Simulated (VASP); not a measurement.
The system is AlN.

```
Al N
1.0
     5.09065    0.00000    0.00000
     0.00000    3.10975    0.00000
     0.00000    0.00000    5.22716
Al N
4 4
Cartesian
  4.1798 2.3323 2.1407
  3.4562 0.7774 4.7543
  1.6344 2.3323 0.4729
  0.9109 0.7774 3.0864
  4.1798 0.7774 3.0864
  3.4562 2.3323 0.4729
  1.6344 0.7774 4.7543
  0.9109 2.3323 2.1407
```

| Quantity | Value |
| --- | --- |
| Program | VASP 6.6.1 |
| Task | relaxation of cell and atoms |
| Functional | PBE |
| Potentials or basis | VASP PAW PBE potentials, release 64 (Al, N) |
| Cutoff | 600 eV |
| k mesh | 4 × 6 × 4 |
| Occupations | gaussian, width 0.1 eV |
| Spin | no spin polarisation |

At the start: pressure 28.8 GPa; volume 10.34 Å³/atom.

**Question.** How do energy, volume and symmetry change on relaxing?

**Answer.** Over 21 steps the energy falls by 170.1 meV/atom and the volume is 12.03 Å³/atom (+16.3 %); space group Pnma (No. 62, to 0.05 Å).

Step by step:
| step | energy change (eV) | largest force (eV/Å) | pressure (GPa) | volume (Å³) |
| --- | --- | --- | --- | --- |
| 1 | 0.0000 | 2.8692 | 28.80 | 82.75 |
| 2 | 0.3464 | 2.5319 | -15.98 | 106.99 |
| 3 | -1.1484 | 1.1026 | 1.51 | 92.48 |
| 4 | -1.1514 | 1.0471 | 2.32 | 92.07 |
| 5 | -1.1733 | 0.6867 | -3.77 | 95.77 |
| 6 | -1.2413 | 0.3929 | -1.27 | 93.97 |
| 7 | -1.2724 | 0.2735 | 0.39 | 93.37 |
| 8 | -1.2788 | 0.2564 | 1.53 | 92.96 |
| 9 | -1.2966 | 0.3449 | 0.24 | 93.91 |
| 10 | -1.2969 | 0.3929 | 0.06 | 94.06 |
| 11 | -1.3137 | 0.2743 | -0.50 | 94.70 |
| 12 | -1.3265 | 0.2133 | -1.39 | 95.74 |
| 13 | -1.3442 | 0.1427 | -0.33 | 95.55 |
| 14 | -1.3517 | 0.0842 | 0.93 | 95.30 |
| 15 | -1.3547 | 0.1112 | 0.11 | 95.89 |
| 16 | -1.3548 | 0.0979 | 0.19 | 95.83 |
| 17 | -1.3561 | 0.0556 | -0.21 | 96.13 |
| 18 | -1.3563 | 0.0711 | -0.41 | 96.28 |
| 19 | -1.3576 | 0.0739 | -0.22 | 96.24 |
| 20 | -1.3596 | 0.0922 | 0.34 | 96.11 |
| 21 | -1.3607 | 0.0392 | 0.18 | 96.24 |

Final structure:
```xyz
8
Lattice="5.7392 0.0000 0.0000 0.0000 3.2106 0.0000 0.0000 0.0000 5.2230" Properties=species:S:1:pos:R:3 pbc="T T T"
Al    4.8021    2.4079    2.1023
Al    3.8068    0.8026    4.7138
Al    1.9324    2.4079    0.5092
Al    0.9372    0.8026    3.1208
N     4.7050    0.8026    3.1048
N     3.9038    2.4079    0.4932
N     1.8354    0.8026    4.7298
N     1.0342    2.4079    2.1183
```

Caveat: the volume moved by over 15 % at a fixed basis, so the end points are rough.
